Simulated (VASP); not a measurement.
# SiPbO2 (P6_3mc) in VASP: relaxation of cell and atoms with PBE

Aim: the relaxation of cell and atoms of SiPbO2 with PBE.

Program: VASP 6.6.1. These are calculated values, not measurements. Logs are shortened: lines on timing, memory, paths and dates and some standing lists are left out, and cuts for length are marked.

**1. The cell of the first run**

Symmetry: P6_3mc, No. 186, hexagonal system. The conventional cell has a = 2.612 Å, b = 2.612 Å, c = 10.060 Å, α = 90.00°, β = 90.00°, γ = 120.00°. Within 2.3 Å of Si (site symmetry 3m) lie 6 O at 1.75 Å. Within 3.0 Å of Pb (site symmetry 3m) lie 6 O at 2.22 Å and 4 Si at 2.51 to 2.93 Å and 6 Pb at 2.61 Å. Within 2.4 Å of O (site symmetry 3m) lie 3 Si at 1.75 Å and 3 Pb at 2.22 Å and 3 O at 2.33 Å. Within 2.4 Å of O (site symmetry 3m) lie 3 Si at 1.75 Å and 3 Pb at 2.22 Å and 3 O at 2.33 Å.

**2. Relaxation of cell and atoms, PBE**

Input file INCAR:

```
SYSTEM = SiPbO2
PREC = Accurate ; ENCUT = 910
EDIFF = 1E-7 ; ISMEAR = 0
SIGMA = 0.1 ; LREAL = .False.
LASPH = .True. ; NELM = 120
ALGO = Normal ; ISIF = 3
LWAVE = .False. ; LCHARG = .False.
GGA = PE ; IBRION = 2
NSW = 90 ; EDIFFG = -0.04
GGA_COMPAT = .False. ; NELMIN = 4
```

Input file KPOINTS:

```
Automatic mesh
0
Gamma
  6 6 2
  0 0 0
```

Input file POSCAR:

```
SiPbO2
1.0
    2.6123874500      0.0000000000      0.0000000000
   -1.3061937200      2.2623938900      0.0000000000
    0.0000000000      0.0000000000     10.0598458500
Si Pb O
2 2 4
Direct
    0.6666666700      0.3333333300      0.0880720300
    0.3333333300      0.6666666700      0.5880720300
    0.6666666700      0.3333333300      0.3380720300
    0.3333333300      0.6666666700      0.8380720300
    0.3333333300      0.6666666700      0.1761440500
    0.0000000000      0.0000000000      0.0000000000
    0.6666666700      0.3333333300      0.6761440500
    0.0000000000      0.0000000000      0.5000000000
```

Potentials or basis: VASP PAW PBE potentials, release 64 (Si, Pb_d, O_h).

Launch:

```sh
> cat potpaw_PBE.64/Si/POTCAR potpaw_PBE.64/Pb_d/POTCAR potpaw_PBE.64/O_h/POTCAR > POTCAR
> mpirun -np 1 vasp_std > vasp.out
```

OUTCAR:

```text
SYSTEM = SiPbO2
   PREC = Accurate
   ENCUT = 910
   EDIFF = 1E-7
   ISMEAR = 0
   LREAL = .False.
   LASPH = .True.
   NELM = 120
   ISIF = 3
   GGA = PE
   IBRION = 2
   NSW = 90
   EDIFFG = -0.04
   NELMIN = 4

 ion  position               nearest neighbor table
   1  0.667  0.333  0.088-   5 1.75   5 1.75   5 1.75   6 1.75   6 1.75   6 1.75   3 2.51   4 2.93
                             4 2.93   4 2.93   3 3.63   3 3.63   3 3.63   3 3.63   3 3.63   3 3.63
   2  0.333  0.667  0.588-   7 1.75   7 1.75   7 1.75   8 1.75   8 1.75   8 1.75   4 2.51   3 2.93
                             3 2.93   3 2.93   4 3.63   4 3.63   4 3.63   4 3.63   4 3.63   4 3.63
   3  0.667  0.333  0.338-   8 2.22   8 2.22   8 2.22   5 2.22   5 2.22   5 2.22   1 2.51   2 2.93
                             2 2.93   2 2.93   1 3.63   1 3.63   1 3.63   1 3.63   1 3.63   1 3.63
   4  0.333  0.667  0.838-   6 2.22   6 2.22   6 2.22   7 2.22   7 2.22   7 2.22   2 2.51   1 2.93
                             1 2.93   1 2.93   2 3.63   2 3.63   2 3.63   2 3.63   2 3.63   2 3.63
   5  0.333  0.667  0.176-   1 1.75   1 1.75   1 1.75   3 2.22   3 2.22   3 2.22
   6  0.000  0.000  0.000-   1 1.75   1 1.75   1 1.75   4 2.22   4 2.22   4 2.22
   7  0.667  0.333  0.676-   2 1.75   2 1.75   2 1.75   4 2.22   4 2.22   4 2.22
   8  0.000  0.000  0.500-   2 1.75   2 1.75   2 1.75   3 2.22   3 2.22   3 2.22

  LATTYP: Found a hexagonal cell.
 ALAT       =     2.6123874500
 C/A-ratio  =     3.8508245972

  Lattice vectors:

 A1 = (   2.6123874500,   0.0000000000,   0.0000000000)
 A2 = (  -1.3061937200,   2.2623938900,   0.0000000000)
 A3 = (   0.0000000000,   0.0000000000,  10.0598458500)

Analysis of symmetry for initial positions (statically):
=====================================================================
 Subroutine PRICEL returns:
 Original cell was already a primitive cell.

 Routine SETGRP: Setting up the symmetry group for a
 hexagonal supercell.

 Subroutine GETGRP returns: Found 12 space group operations
 (whereof  6 operations were pure point group operations)
 out of a pool of 24 trial point group operations.

The static configuration has the point symmetry C_3v.
 The point group associated with its full space group is C_6v.

Analysis of symmetry for dynamics (positions and initial velocities):
=====================================================================
 Subroutine PRICEL returns:
 Original cell was already a primitive cell.

 Routine SETGRP: Setting up the symmetry group for a
 hexagonal supercell.

 Subroutine GETGRP returns: Found 12 space group operations
 (whereof  6 operations were pure point group operations)
 out of a pool of 24 trial point group operations.

The dynamic configuration has the point symmetry C_3v.
[... 103 lines left out ...]
   EDIFFG = -.4E-01   stopping-criterion for IOM
   NSW    =     90    number of steps for IOM
   IBRION =      2    ionic relax: 0-MD 1-quasi-New 2-CG
   NFREE  =      1    steps in history (QN), initial steepest desc. (CG)
   ISIF   =      3    stress and relaxation
   ISYM   =      2    0-nonsym 1-usesym 2-fastsym
   POTIM  = 0.5000    time-step for ionic-motion
   TEBEG  =    0.0;   TEEND  =   0.0 temperature during run
   PSTRESS=    0.0 pullay stress
   NELECT =      60.0000    total number of electrons
   NUPDOWN=      -1.0000    fix difference up-down
   EMIN   =  10.00;   EMAX   =-10.00  energy-range for DOS
   EFERMI =   0.00;   METHOD = LEGACY
   ISMEAR =     0;   SIGMA  =   0.10  broadening in eV -4-tet -1-fermi 0-gaus
   EFERMI_NEDOS =   21; number of points for ismear=-14 and -15
   IALGO  =     38    algorithm
   IMIX   =      4    mixing-type and parameters
     AMIX     =   0.40;   BMIX     =  1.00
     AMIX_MAG =   1.60;   BMIX_MAG =  1.00
  volume/ion in A,a.u.               =       7.43        50.15
  Fermi-wavevector in a.u.,A,eV,Ry     =   1.642075  3.103071 36.686869  2.696409
  Thomas-Fermi vector in A             =   2.732438
   LORBIT       =      0    0 simple, 1 ext, 2 COOP (PROOUT), +10 PAW based schemes
   GGA     = PE    functional components
   LHFCALC =     F    Hartree Fock is set to
   AEXX    =    0.0000 exact exchange contribution
   IVDW    =     0    specifies the selected vdW correction
   LEPSILON=     F    determine dielectric tensor
   LRPA    =     F    only Hartree local field effects (RPA)
 conjugate gradient relaxation of ions
 non-spin polarized calculation
 Gauss-broadening in eV      SIGMA  =   0.10
  energy-cutoff  :      910.00
  volume of cell :       59.46
 maximum number of plane-waves:      3747
 NGX is ok and might be reduce to    28
   NGX = 13   NGY = 13   NGZ = 49

--------------------------------------- Ionic step        1  -------------------------------------------

 number of electron      60.0000003 magnetization

 Free energy of the ion-electron system (eV)
  ---------------------------------------------------
  ext. energy  EPLUGINS =         0.00000000
  ---------------------------------------------------
  free energy    TOTEN  =       -19.69771439 eV

  energy without entropy =      -19.68905194  energy(sigma->0) =      -19.69338317

------------------------ aborting loop because EDIFF is reached ----------------------------------------

  FORCE on cell =-STRESS in cart. coord.  units (eV):
  Direction    XX          YY          ZZ          XY          YZ          ZX
  --------------------------------------------------------------------------------------
  -------------------------------------------------------------------------------------
  Total       93.6773290     93.6773285    108.7808932      0.0000002      0.0000000      0.0000000
  in kB     2524.3405744   2524.3405605   2931.3391539      0.0000056      0.0000000      0.0000000
  external PRESSURE =    2660.0067629 kB  Pullay stress =       0.0000000 kB
[... 1213 lines left out ...]
  FREE ENERGIE OF THE ION-ELECTRON SYSTEM (eV)
  ---------------------------------------------------
  free  energy   TOTEN  =       -42.6661057035 eV

  energy  without entropy=      -42.6508645703  energy(sigma->0) =      -42.65848514

[... ionic steps 4 to 11 ...]

--------------------------------------- Ionic step       12  -------------------------------------------

 number of electron      60.0000003 magnetization

------------------------ aborting loop because EDIFF is reached ----------------------------------------
[... 79 lines left out ...]
--------------------------------------- Ionic step       14  -------------------------------------------

 number of electron      60.0000001 magnetization

 Free energy of the ion-electron system (eV)
  ---------------------------------------------------
  ext. energy  EPLUGINS =         0.00000000
  ---------------------------------------------------
  free energy    TOTEN  =       -44.73065605 eV

  energy without entropy =      -44.71215432  energy(sigma->0) =      -44.72140519

 E-fermi :  11.2579     XC(G=0): -11.5972

 val. band max:       11.2287944938   @ k =   0.1667   0.1667   0.5000
 cond. band min:      11.2687080706   @ k =   0.1667   0.1667   0.0000
 fundamental gap:      0.0399135768
 Fermi energy:        11.2579378104
[... 579 lines left out ...]
  FREE ENERGIE OF THE ION-ELECTRON SYSTEM (eV)
  ---------------------------------------------------
  free  energy   TOTEN  =       -44.7306560528 eV

  energy  without entropy=      -44.7121543207  energy(sigma->0) =      -44.72140519

 reached required accuracy - stopping structural energy minimisation
```

OSZICAR:

```text
N       E                     dE             d eps       ncg     rms          rms(c)
DAV:   1     0.110301329990E+04    0.11030E+04   -0.42562E+04  1008   0.342E+03
DAV:   2     0.200960967886E+03   -0.90205E+03   -0.87265E+03  1072   0.808E+02
DAV:   3    -0.591544756728E+01   -0.20688E+03   -0.20017E+03  1272   0.308E+02
DAV:   4    -0.242285533812E+02   -0.18313E+02   -0.17721E+02  1540   0.876E+01
[... 171 lines left out ...]
DAV:   4    -0.447306591477E+02    0.10130E-04   -0.11212E-04  1308   0.709E-02    0.138E-02
DAV:   5    -0.447306573271E+02    0.18207E-05   -0.18932E-05  1484   0.295E-02    0.631E-03
DAV:   6    -0.447306568029E+02    0.52416E-06   -0.25621E-06  1368   0.128E-02    0.310E-03
DAV:   7    -0.447306561432E+02    0.65970E-06   -0.82522E-07  1204   0.647E-03    0.113E-03
DAV:   8    -0.447306560528E+02    0.90366E-07   -0.61320E-08   540   0.269E-03
  14 F= -.44730656E+02 E0= -.44721405E+02  d E =-.162443E-02
```

Run time: 7.6 min. Hardware: 1 thread of Intel Xeon 6975P-C (Granite Rapids), shared host; peak memory 0.33 GiB.

Results:

- Free energy: -44.7307 eV
- Relaxed volume: 12.38 Å³/atom
- Relaxed cell: a = 2.946 Å, b = 2.946 Å, c = 13.175 Å, α = 90.00°, β = 90.00°, γ = 120.00°
- Space group after relaxing (to 0.1 Å): P6_3mc (No. 186)
- Pressure after relaxing: -0.3 GPa
- Largest force after relaxing: 0.033 eV/Å
- Band gap on the k mesh: zero (bands 30 and 31 overlap by 1.54 eV)

Forces in eV/Å, atoms in the order of the input:
```
Si   0.000  0.000  0.030
Si   0.000  0.000  0.030
Pb   0.000  0.000 -0.033
Pb   0.000  0.000 -0.033
O    0.000  0.000  0.028
O    0.000  0.000 -0.025
O    0.000  0.000  0.028
O    0.000  0.000 -0.025
```

Final structure:
```yaml
crystal:
  lattice:
    - [2.94610, 0.00000, 0.00000]
    - [-1.47305, 2.55140, 0.00000]
    - [0.00000, 0.00000, 13.17455]
  atoms:
    - { symbol: Si, position: [0.66667, 0.33333, 0.08827] }
    - { symbol: Si, position: [0.33333, 0.66667, 0.58827] }
    - { symbol: Pb, position: [0.66667, 0.33333, 0.33841] }
    - { symbol: Pb, position: [0.33333, 0.66667, 0.83841] }
    - { symbol: O, position: [0.33333, 0.66667, 0.14911] }
    - { symbol: O, position: [0.00000, 0.00000, 0.02649] }
    - { symbol: O, position: [0.66667, 0.33333, 0.64911] }
    - { symbol: O, position: [0.00000, 0.00000, 0.52648] }
```

Caveat: the k points lie up to 0.41 Å⁻¹ apart in the final cell, too coarse for converged energies and pressures of a metal; the cutoff is under 1.25 times the usual one of these potentials, so pressure, stress and relaxed cells hold a basis-set (Pulay) error; the volume moved by over 15 % at a fixed basis, so the end points are rough; spin-orbit coupling is left out, which moves the levels of the heavy elements.
